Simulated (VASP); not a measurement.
Here is a VASP 6.6.1 calculation.

INCAR

```
ALGO = Normal
EDIFF = 1E-6
EDIFFG = -0.08
ENCUT = 600
GGA = PE
IBRION = 2
ISIF = 3
ISMEAR = 0
LASPH = True
LCHARG = False
LREAL = False
LWAVE = False
NELM = 60
NSW = 36
PREC = Accurate
SIGMA = 0.2
```

KPOINTS

```
k-points
0
Gamma
  7 7 7
```

POSCAR

```
Mg5O
1.0
   -1.5500000000      1.5500000000     10.3000000000
    1.5500000000     -1.5500000000     10.3000000000
    1.5500000000      1.5500000000    -10.3000000000
Mg O
5 1
Direct
    0.3980000000      0.3980000000      0.0000000000
    0.6020000000      0.6020000000      0.0000000000
    0.0000000000      0.0000000000      0.0000000000
    0.2010000000      0.2010000000      0.0000000000
    0.7990000000      0.7990000000      0.0000000000
    0.5000000000      0.5000000000      0.0000000000
```

Potentials or basis: VASP PAW PBE potentials, release 64 (Mg, O).

Launch:

```bash
$ cat potpaw_PBE.64/Mg/POTCAR potpaw_PBE.64/O/POTCAR > POTCAR
$ mpirun -np 1 vasp_std > vasp.out
```

Task: What does it give for the relaxed cell?

Result: a = 11.555 Å, b = 11.555 Å, c = 11.555 Å, α = 164.61°, β = 164.61°, γ = 21.83°.

Task: What does it give for the band gap on the k mesh?

Result: Zero (band 8 reaches 4.28 eV, above the bottom of band 9 at 2.72 eV).

Task: Predict the space group after relaxing (to 0.05 Å).

Result: I4/mmm (No. 139).

Task: Predict the relaxed volume.

Result: 18.10 Å³/atom.

Stress tensor (GPa, compression positive):
```
0.14 0.00 0.00
0.00 0.14 0.00
0.00 0.00 0.34
```

Caveat: the k points lie up to 0.41 Å⁻¹ apart in the final cell.
